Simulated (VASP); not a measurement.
## TaC2: single point with PBE

Crystal: TaC2.

```xyz
6
Lattice="1.5899 -1.5894 -2.9512 1.5869 -1.5897 2.9499 -3.1725 -3.1749 0.0017" Properties=species:S:1:pos:R:3 pbc="T T T"
Ta   -1.5827   -4.7642   -2.9495
Ta    0.0021   -3.1770    0.0002
C     0.0009   -3.1772    2.2601
C    -1.5840   -4.7644   -0.6896
C     0.0034   -3.1768   -2.2598
C    -1.5844   -4.7644    0.6917
```

```json
{
 "Program": "VASP 6.6.1",
 "Task": "single point",
 "Functional": "PBE",
 "Potentials or basis": "VASP PAW PBE potentials, release 64 (Ta_pv, C)",
 "Cutoff": "520 eV",
 "k mesh": "6 × 6 × 6",
 "Occupations": "gaussian, width 0.2 eV",
 "Spin": "no spin polarisation",
 "Dipole correction": "no",
 "Further INCAR settings": "ALGO = Normal; EDIFF = 1e-06; NBANDS = 28"
}
```

| Item | Value |
| --- | --- |
| Pressure | 0.9 GPa |
| Largest force | 0.082 eV/Å |
| Band gap on the k mesh | zero (band 19 reaches 9.51 eV, above the bottom of band 20 at 5.11 eV) |

Forces in eV/Å, atoms in the order of the input:
```
Ta   0.000  0.000  0.000
Ta   0.000  0.000  0.000
C    0.001  0.000 -0.082
C    0.001  0.001 -0.082
C   -0.001 -0.001  0.082
C   -0.001  0.000  0.082
```

Stress tensor (GPa, compression positive):
```
0.83 0.10 0.07
0.10 0.66 0.01
0.07 0.01 1.15
```

Levels at points of the mesh, in eV from the Fermi level:
| k point | band 15 | band 16 | band 17 | band 18 | band 19 | band 20 | band 21 | band 22 | band 23 | band 24 |
| --- | --- | --- | --- | --- | --- | --- | --- | --- | --- | --- |
| (0.00, 0.00, 0.00) | -4.53 | -3.12 | -3.11 | -2.92 | -2.90 | -2.81 | -0.73 | 0.98 | 2.06 | 3.51 |
| (0.50, 0.00, 0.00) | -3.71 | -3.71 | -1.99 | -1.99 | 0.38 | 0.38 | 1.26 | 1.26 | 2.32 | 2.32 |
| (0.00, 0.50, 0.00) | -3.71 | -3.71 | -1.99 | -1.99 | 0.39 | 0.39 | 1.26 | 1.26 | 2.33 | 2.33 |
| (0.50, 0.50, 0.00) | -4.45 | -4.44 | -3.79 | -3.10 | -0.72 | 1.37 | 1.39 | 1.44 | 3.52 | 3.53 |
| (0.00, 0.00, 0.50) | -4.77 | -4.77 | -4.72 | -4.72 | 1.53 | 1.53 | 1.81 | 1.81 | 2.43 | 2.43 |
| (0.50, 0.00, 0.50) | -4.77 | -4.77 | 0.73 | 0.74 | 1.41 | 1.42 | 1.43 | 1.44 | 2.17 | 2.18 |
| (0.00, 0.50, 0.50) | -4.77 | -4.76 | 0.74 | 0.74 | 1.41 | 1.41 | 1.44 | 1.44 | 2.18 | 2.18 |
| (0.50, 0.50, 0.50) | -4.30 | -4.30 | -0.34 | -0.34 | 0.22 | 0.22 | 0.88 | 0.88 | 3.15 | 3.15 |

Wall time 76 s on 1 thread of Intel(R) Xeon(R) Platinum 8488C (Sapphire Rapids) (shared host), peak memory 0.28 GiB.

Caveat: spin-orbit coupling is left out, which moves the levels of the heavy elements.
